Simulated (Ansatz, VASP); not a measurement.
# One calculation of B, two programs

File INCAR:

```
SYSTEM = B
ALGO     = Normal         ! electronic algorithm
EDIFF    = 1E-6           ! SCF threshold, eV
ENCUT    = 520            ! plane-wave cutoff, eV
GGA      = PE             ! functional
ISIF     = 2              ! what is computed and relaxed
ISMEAR   = -1             ! smearing method
LASPH    = .TRUE.         ! aspherical terms in the spheres
LCHARG   = .FALSE.        ! write CHGCAR
LREAL    = .FALSE.        ! projectors in reciprocal space
LWAVE    = .FALSE.        ! write WAVECAR
NBANDS   = 8              ! bands
NELM     = 80             ! most SCF steps
PREC     = Accurate       ! precision mode
SIGMA    = 0.05           ! smearing width, eV
```

The input KPOINTS:

```
k-points
0
G
  24 24 24
  0 0 0
```

The input POSCAR:

```
B
1.0
    0.0000000000      1.3937838554      1.3937838554
    1.3937838554      0.0000000000      1.3937838554
    1.3937838554      1.3937838554      0.0000000000
B
1
Direct
    0.0000000000      0.0000000000      0.0000000000
```

Input for Ansatz:

```yaml
crystal:
  lattice:
    - [0.0, 1.3937838554, 1.3937838554]
    - [1.3937838554, 0.0, 1.3937838554]
    - [1.3937838554, 1.3937838554, 0.0]
  atoms:
    - { symbol: B, position: [0.0, 0.0, 0.0] }
kpoints:
  mp_grid: { grid: [24, 24, 24] }
scf:
  occupations: { method: fermi_dirac, width: 0.05 }
hamiltonian:
  xc: pbe
  pseudopotentials: { kind: all_electron, lapw: { basis_error: 0.001 } }
output:
  forces: true
  stress: true
  eigenvalues: true
  populations: true
```

Change from the starting cell: volume scaled by 0.92, LAPW.

Alike in both runs: task single point; functional PBE; k mesh 24 × 24 × 24; occupations fermi-dirac, width 0.05 eV; no spin polarisation.

|  | VASP | Ansatz |
| --- | --- | --- |
| version | VASP 6.6.1 | Ansatz 0.2.0 |
| potentials or method | VASP PAW PBE potentials, release 64 (B), cutoff 520 eV | all-electron LAPW, scalar-relativistic |

|  | VASP | Ansatz | Ansatz less VASP |
| --- | --- | --- | --- |
| pressure (GPa) | 26.5 | 26.5 | -0.02 |

Ansatz ran all-electron here, and VASP with PAW potentials.
